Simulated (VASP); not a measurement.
A run of VASP 6.6.1 is set up as follows.

Contents of INCAR:

```
PREC = Accurate ; ENCUT = 600
EDIFF = 1E-7 ; ISMEAR = 0
SIGMA = 0.2 ; LREAL = False
LASPH = True ; NELM = 60
ALGO = Fast ; ISIF = 3
LWAVE = False ; LCHARG = False
GGA = PE ; IBRION = 2
NSW = 80 ; EDIFFG = -0.025
```

The input KPOINTS:

```
regular mesh
0
Gamma
  6 4 6
```

Contents of POSCAR:

```
Al
1.0
    5.5227692521      0.0151665407     -0.0454735190
    2.8839441744     -0.0019599529      4.8427649656
    2.7482931708     -4.9553039180     -0.0129701109
Al
8
Direct
    0.1999902927      0.0294282432      0.0117525547
    0.7543883163      0.4392925565      0.0505988276
    0.7734409799     -0.0086955362      0.4976811318
    0.2795243961      0.4936405057      0.5048550243
    0.1967288094      0.0224680520      0.5239867039
    0.7330193496      0.5573449267      0.5278269177
    0.8016182839      0.9909770314     -0.0550385864
    0.2612895720      0.4755442208     -0.0616625736
```

Potentials or basis: VASP PAW PBE potentials, release 64 (Al).

Launch:

```bash
$ cat potpaw_PBE.64/Al/POTCAR > POTCAR
$ mpirun -np 1 vasp_std > vasp.out
```

Task: Estimate the band gap on the k mesh.

Result: Zero (bands 12 and 13 overlap by 2.96 eV).

Task: What does it give for the relaxed cell?

Result: a = 5.724 Å, b = 5.770 Å, c = 5.725 Å, α = 59.33°, β = 59.54°, γ = 59.31°.

Task: What does it give for the relaxed volume?

Result: 16.48 Å³/atom.

Stress tensor (GPa, compression positive):
```
 0.07  0.01 -0.05
 0.01  0.07  0.00
-0.05  0.00 -0.05
```
